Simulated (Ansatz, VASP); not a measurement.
**CuP6: VASP beside Ansatz**

File INCAR:

```
SYSTEM = CuP6
PREC = Accurate ; ENCUT = 600
EDIFF = 1E-6 ; ISMEAR = 0
SIGMA = 0.1 ; LREAL = .False.
LASPH = .True. ; NELM = 80
ALGO = Normal ; ISIF = 3
LWAVE = .False. ; LCHARG = .False.
GGA = PE ; IBRION = 2
NSW = 90 ; EDIFFG = -0.04
```

File KPOINTS:

```
regular mesh
0
Gamma
  4 4 4
  0 0 0
```

The input POSCAR:

```
CuP6
1.0
    5.3401816300      0.0000000000      0.0000000000
    0.0000000000      5.3401816300      0.0000000000
    0.0000000000      0.0000000000      5.3401816300
Cu P
1 6
Direct
    0.0000000000      0.0000000000      0.0000000000
    0.2099999900      0.5000000000      0.5000000000
    0.5000000000      0.2099999900      0.5000000000
    0.7900000100      0.5000000000      0.5000000000
    0.5000000000      0.7900000100      0.5000000000
    0.5000000000      0.5000000000      0.2099999900
    0.5000000000      0.5000000000      0.7900000100
```

Input for Ansatz:

```yaml
crystal:
  lattice:
    - [5.34018163, 0.0, 0.0]
    - [0.0, 5.34018163, 0.0]
    - [0.0, 0.0, 5.34018163]
  atoms:
    - { symbol: Cu, position: [0.0, 0.0, 0.0] }
    - { symbol: P, position: [0.20999999, 0.5, 0.5] }
    - { symbol: P, position: [0.5, 0.20999999, 0.5] }
    - { symbol: P, position: [0.79000001, 0.5, 0.5] }
    - { symbol: P, position: [0.5, 0.79000001, 0.5] }
    - { symbol: P, position: [0.5, 0.5, 0.20999999] }
    - { symbol: P, position: [0.5, 0.5, 0.79000001] }
basis:
  ecutwfc: 420
kpoints:
  mp_grid: { grid: [4, 4, 4] }
hamiltonian:
  xc: pbe
scf:
  occupations: { method: gaussian, width: 0.1 }
  lower_state_search: "off"
output:
  forces: true
  stress: true
  eigenvalues: true
relax:
  adjacent_minimum: "off"
  f_tol: 0.04
  max_steps: 70
  cell: { stress_tol: 0.4 }
```

Change from the starting cell: species swapped into the SiB6 type (Pm-3m, No. 221).

Alike in both runs: task relaxation of cell and atoms; functional PBE; k mesh 4 × 4 × 4; occupations gaussian, width 0.1 eV; no spin polarisation.

|  | VASP | Ansatz |
| --- | --- | --- |
| version | VASP 6.6.1 | Ansatz 0.2.0 |
| potentials or method | VASP PAW PBE potentials, release 64 (Cu, P), cutoff 600 eV | scalar-relativistic, plane waves, PAW |
| valence electrons in the cell | 41 | 49 |

|  | VASP | Ansatz | Ansatz less VASP |
| --- | --- | --- | --- |
| gap on the k mesh at the Fermi level, each at its own relaxed structure (eV) | none | none | - |
| relaxed volume (Å³/atom) | 27.06 | 26.14 | -0.916 |
| relaxed cell length with the largest relative difference (Å) | 5.743 | 5.677 | -0.0656 |

A gap of «none» marks a metal or a gap that the smearing closes. VASP's potentials hold 41 valence electrons a cell and Ansatz's 49, so a difference there can come from the potentials and not from the codes.

Noted on VASP's run: the volume moved by over 15 % at a fixed basis, so the end points are rough.
